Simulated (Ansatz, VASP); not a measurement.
# One calculation of ZnS, two programs

The input POSCAR:

```
ZnS
1.0
    0.0000000000      2.6640802500      2.7857895000
    2.6640802500      0.0000000000      2.7857895000
    2.6640802500      2.6640802500      0.0000000000
Zn S
1 1
Direct
    0.0000000000      0.0000000000      0.0000000000
    0.7500000000      0.7500000000      0.7500000000
```

The input INCAR.step1:

```
PREC = Accurate
ENCUT = 520
ISMEAR = 0
SIGMA = 0.05
LREAL = F
LASPH = T
NELM = 60
NBANDS = 16
GGA = PE
ALGO = Normal
EDIFF = 1E-4
LWAVE = T
LCHARG = F
```

File INCAR.step2:

```
PREC = Accurate
ENCUT = 520
EDIFF = 1E-7
ISMEAR = 0
SIGMA = 0.05
LREAL = F
LASPH = T
NELM = 60
ALGO = Normal
ISIF = 2
LWAVE = F
LCHARG = F
METAGGA = R2SCAN
LMIXTAU = T
NBANDS = 16
ISTART = 1
```

KPOINTS

```
Automatic mesh
0
Gamma
  8 8 8
```

Input for Ansatz:

```yaml
crystal:
  lattice:
    - [0.0, 2.66408025, 2.7857895]
    - [2.66408025, 0.0, 2.7857895]
    - [2.66408025, 2.66408025, 0.0]
  atoms:
    - { symbol: Zn, position: [0.0, 0.0, 0.0] }
    - { symbol: S, position: [0.75, 0.75, 0.75] }
basis:
  ecutwfc: 500
kpoints:
  mp_grid: { grid: [8, 8, 8] }
hamiltonian:
  xc: r2scan
scf:
  occupations: { method: gaussian, width: 0.05 }
output:
  forces: true
  stress: true
  eigenvalues: true
```

Change from the starting cell: strain -0.015 along x and y, +0.030 along z, atoms carried along.

Alike in both runs: task single point; functional r2SCAN; k mesh 8 × 8 × 8; occupations gaussian, width 0.05 eV; no spin polarisation.

```csv
,VASP,Ansatz
version,VASP 6.6.1,Ansatz 0.2.0
potentials or method,"VASP PAW PBE potentials, release 64 (Zn, S), cutoff 520 eV","scalar-relativistic, plane waves, PAW"
valence electrons in the cell,18,18
```

VASP gave:

* gap on the k mesh at the Fermi level (eV): 2.60
* least direct gap on the mesh (eV): 2.60
* pressure (GPa): -0.8
* traceless stress, the component that is largest in VASP (GPa): -1.41

Question: Which values does Ansatz return?

Answer: gap on the k mesh at the Fermi level (eV): 2.59; least direct gap on the mesh (eV): 2.59; pressure (GPa): -0.9; traceless stress, the component that is largest in VASP (GPa): -1.42.

VASP's potentials were made for PBE, not for r2SCAN.
